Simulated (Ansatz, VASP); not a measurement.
**LiCl: VASP beside Ansatz**

File INCAR:

```
PREC = Accurate
ENCUT = 520
EDIFF = 1E-6
ISMEAR = 0
SIGMA = 0.05
LREAL = F
LASPH = T
NELM = 60
ALGO = Normal
ISIF = 2
LWAVE = F
LCHARG = F
GGA = PS
NBANDS = 12
```

File KPOINTS:

```
regular mesh
0
Gamma
  8 8 8
```

File POSCAR:

```
LiCl
1.0
    0.0000000000      2.6929980000      2.6929980000
    2.6929980000      0.0000000000      2.6929980000
    2.6929980000      2.6929980000      0.0000000000
Li Cl
1 1
Direct
    0.0000000000      0.0000000000      0.0000000000
    0.5000000000      0.5000000000      0.5000000000
```

Input for Ansatz:

```yaml
crystal:
  lattice:
    - [0.0, 2.692998, 2.692998]
    - [2.692998, 0.0, 2.692998]
    - [2.692998, 2.692998, 0.0]
  atoms:
    - { symbol: Li, position: [0.0, 0.0, 0.0] }
    - { symbol: Cl, position: [0.5, 0.5, 0.5] }
basis:
  ecutwfc: 420
kpoints:
  mp_grid: { grid: [8, 8, 8] }
hamiltonian:
  xc: pbesol
scf:
  occupations: { method: gaussian, width: 0.05 }
output:
  forces: true
  stress: true
  eigenvalues: true
```

Change from the starting cell: strain +0.050 along x and y, +0.050 along z, atoms carried along.

Alike in both runs: task single point; functional PBEsol; k mesh 8 × 8 × 8; occupations gaussian, width 0.05 eV; no spin polarisation.

|  | VASP | Ansatz |
| --- | --- | --- |
| version | VASP 6.6.1 | Ansatz 0.2.0 |
| potentials or method | VASP PAW PBE potentials, release 64 (Li_sv, Cl), cutoff 520 eV | scalar-relativistic, plane waves, PAW |
| valence electrons in the cell | 10 | 10 |

|  | VASP | Ansatz | Ansatz less VASP |
| --- | --- | --- | --- |
| gap on the k mesh at the Fermi level (eV) | 5.40 | 5.39 | -0.008 |
| least direct gap on the mesh (eV) | 5.40 | 5.39 | -0.008 |

VASP's potentials were made for PBE, not for PBEsol.

Noted on VASP's run: the cutoff is short for stress, so the pressure is rough.
